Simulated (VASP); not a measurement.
# NbSn2S3: single point with PBE

NbSn2S3:

```
Nb Sn S
1.0
     6.13459    0.00000    0.00000
    -3.06729    5.31271    0.00000
     0.00000    0.00000    5.17178
Nb Sn S
1 2 3
Direct
  0.00000 0.00000 0.50000
  0.33333 0.66667 0.00000
  0.66667 0.33333 0.00000
  0.50000 0.00000 0.00000
  0.00000 0.50000 0.00000
  0.50000 0.50000 0.00000
```

The cell was generated, and may not be a known phase.

| Quantity | Value |
| --- | --- |
| Program | VASP 6.6.1 |
| Task | single point |
| Functional | PBE |
| Potentials or basis | VASP PAW PBE potentials, release 64 (Nb_sv, Sn_d, S) |
| Cutoff | 520 eV |
| k mesh | 3 × 3 × 4 |
| Occupations | gaussian, width 0.1 eV |
| Spin | collinear spin |
| Starting moments | [4.34, 0.01, 0.01, 0.02, 0.02, 0.02] μB |

* Pressure: 95.9 GPa
* Net moment: 5.10 μB per cell
* Site moments: Nb +2.87; Sn +0.02; S +0.02 μB
* Valence electrons inside the program's atomic spheres: Nb 10.74; Sn 14.87; S 4.39

Stress tensor (GPa, compression positive):
```
144.48   0.00   0.00
  0.00 144.48   0.00
  0.00   0.00  -1.40
```

Levels at points of the mesh, in eV from the Fermi level:
Spin up:
```
           k point  band 30  band 31  band 32  band 33  band 34  band 35
(0.00, 0.00, 0.00)    -0.35    -0.35    -0.30    -0.30     1.12     3.45
(0.00, 0.00, 0.50)    -0.03    -0.03     0.07     0.07     0.22     1.88
```
Spin down:
```csv
k point,band 25,band 26,band 27,band 28,band 29,band 30
"(0.00, 0.00, 0.00)",-3.08,-3.08,-2.10,-0.80,0.15,1.94
"(0.00, 0.00, 0.50)",-3.09,-3.09,-2.56,0.45,1.26,2.26
```

Wall time 7.2 min on 1 thread of Intel Xeon 8259CL, with other jobs on the host, peak memory 0.41 GiB.

Caveat: the k points lie up to 0.39 Å⁻¹ apart; spin-orbit coupling is left out, which moves the levels of the heavy elements.
